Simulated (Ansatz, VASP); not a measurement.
# TaN: VASP beside Ansatz

The input POSCAR:

```
TaN
1.0
    0.0000000000      2.2225800000      2.1790000000
    2.1790000000      0.0000000000      2.1790000000
    2.1790000000      2.2225800000      0.0000000000
Ta N
1 1
Direct
    0.5000000000      0.5000000000      0.5000000000
    0.0000000000      0.0000000000      0.0000000000
```

Contents of INCAR.step1:

```
SYSTEM = TaN
PREC = Accurate
ENCUT = 770
ISMEAR = 0
SIGMA = 0.15
LREAL = .FALSE.
LASPH = .TRUE.
NELM = 120
NBANDS = 16
GGA = PE
ALGO = Normal
EDIFF = 1E-5
LWAVE = .TRUE.
LCHARG = .FALSE.
GGA_COMPAT = .FALSE.
```

Contents of INCAR.step2:

```
SYSTEM = TaN
PREC = Accurate
ENCUT = 770
EDIFF = 1E-6
ISMEAR = 0
SIGMA = 0.15
LREAL = .FALSE.
LASPH = .TRUE.
NELM = 120
ALGO = Normal
ISIF = 2
LWAVE = .FALSE.
LCHARG = .FALSE.
METAGGA = R2SCAN
LMIXTAU = .TRUE.
NBANDS = 16
ISTART = 1
GGA_COMPAT = .FALSE.
```

File KPOINTS:

```
regular mesh
0
G
  18 18 18
  0 0 0
```

Input for Ansatz:

```yaml
crystal:
  lattice:
    - [0.0, 2.22258, 2.179]
    - [2.179, 0.0, 2.179]
    - [2.179, 2.22258, 0.0]
  atoms:
    - { symbol: Ta, position: [0.5, 0.5, 0.5] }
    - { symbol: "N", position: [0.0, 0.0, 0.0] }
basis:
  ecutwfc: 500
kpoints:
  mp_grid: { grid: [18, 18, 18] }
hamiltonian:
  xc: r2scan
scf:
  occupations: { method: gaussian, width: 0.15 }
output:
  forces: true
  stress: true
  eigenvalues: true
```

Change from the starting cell: strain +0.0200 x Voigt [0, 1, 0, 0, 0, 0], atoms carried along.

Alike in both runs: task single point; functional r2SCAN; k mesh 18 × 18 × 18; occupations gaussian, width 0.15 eV; no spin polarisation.

```csv
,VASP,Ansatz
version,VASP 6.6.1,Ansatz 0.2.0
potentials or method,"VASP PAW PBE potentials, release 64 (Ta_sv_GW, N), cutoff 770 eV","scalar-relativistic, plane waves, PAW"
valence electrons in the cell,18,18
```

```tsv
	VASP	Ansatz	Ansatz less VASP
gap on the k mesh at the Fermi level (eV)	none	none	-
pressure (GPa)	2.7	2.6	-0.04
traceless stress, the component that is largest in VASP (GPa)	-8.13	-8.09	+0.034
```

VASP's potentials were made for PBE, not for r2SCAN. A gap of «none» marks a metal or a gap that the smearing closes.

Neither program's run includes spin-orbit coupling.
